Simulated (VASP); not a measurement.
Ni: single point with PBE

The system is Ni.

```
Ni
1.0
     0.00000   -1.75926   -1.75926
     0.00000    1.75926   -1.75926
     3.51852    0.00000    0.00000
Ni
2
Direct
  0.50000 0.50000 0.52132
  0.00000 0.00000 0.97868
```

This cell differs from its parent crystal: atoms displaced along a vibrational mode.

```yaml
Program: VASP 6.6.1
Task: single point
Functional: PBE
Potentials_or_basis: VASP PAW PBE potentials, release 64 (Ni)
Cutoff: 520 eV
k_mesh: 24 × 24 × 18
Occupations: gaussian, width 0.15 eV
Spin: collinear spin, ferromagnetic start
Starting_moments: "[0.75, 0.75] μB"
```

```yaml
Pressure: 2.9 GPa
Largest_force: 1.318 eV/Å
Net_moment: 1.25 μB per cell
Site_moments: Ni +0.64 μB
Valence_electrons_inside_the_program's_atomic_spheres: Ni 9.33
```

Forces in eV/Å, atoms in the order of the input:
```
Ni  -1.318  0.000  0.000
Ni   1.318  0.000  0.000
```

Stress tensor (GPa, compression positive):
```
2.68 0.00 0.00
0.00 2.99 0.00
0.00 0.00 2.99
```

Levels at points of the mesh, in eV from the Fermi level:
Spin up:
```csv
k point,band 7,band 8,band 9,band 10,band 11,band 12,band 13,band 14,band 15,band 16
"(0.00, 0.00, 0.00)",-1.34,-1.31,-0.56,-0.49,-0.49,2.60,9.07,14.81,14.81,19.72
"(0.50, 0.00, 0.00)",-1.93,-1.93,-1.22,-1.22,0.94,0.94,11.13,11.13,13.29,13.29
"(0.50, 0.50, 0.00)",-0.51,-0.51,-0.49,-0.49,2.45,2.45,9.20,9.20,14.89,14.89
"(0.00, 0.00, 0.50)",-1.85,-1.41,-1.39,-1.39,-1.13,-0.78,18.85,18.85,19.31,19.65
"(0.50, 0.00, 0.50)",-0.74,-0.74,-0.59,-0.59,-0.20,-0.20,5.62,5.62,22.27,22.27
"(0.50, 0.50, 0.50)",-1.29,-1.29,-0.49,-0.49,7.18,7.18,8.28,8.28,9.87,9.87
```
Spin down:
| k point | band 8 | band 9 | band 10 | band 11 | band 12 | band 13 |
| --- | --- | --- | --- | --- | --- | --- |
| (0.00, 0.00, 0.00) | -0.74 | 0.08 | 0.37 | 0.37 | 2.58 | 9.31 |
| (0.50, 0.00, 0.00) | -1.32 | -0.45 | -0.45 | 1.50 | 1.50 | 11.28 |
| (0.50, 0.50, 0.00) | 0.34 | 0.35 | 0.35 | 2.41 | 2.41 | 9.44 |
| (0.00, 0.00, 0.50) | -0.89 | -0.60 | -0.60 | -0.52 | -0.15 | 18.94 |
| (0.50, 0.00, 0.50) | -0.43 | 0.17 | 0.17 | 0.18 | 0.18 | 6.03 |
| (0.50, 0.50, 0.50) | -0.74 | 0.35 | 0.35 | 7.35 | 7.35 | 8.47 |

Wall time 9.6 min on 1 thread of Oxide Virtual Turin-like Processor (shared host), peak memory 0.57 GiB.

Caveat: the cell differs from its parent crystal (atoms displaced along a vibrational mode); forces of over 1 eV/Å act on the atoms, so gaps and moduli don't describe the material at rest.
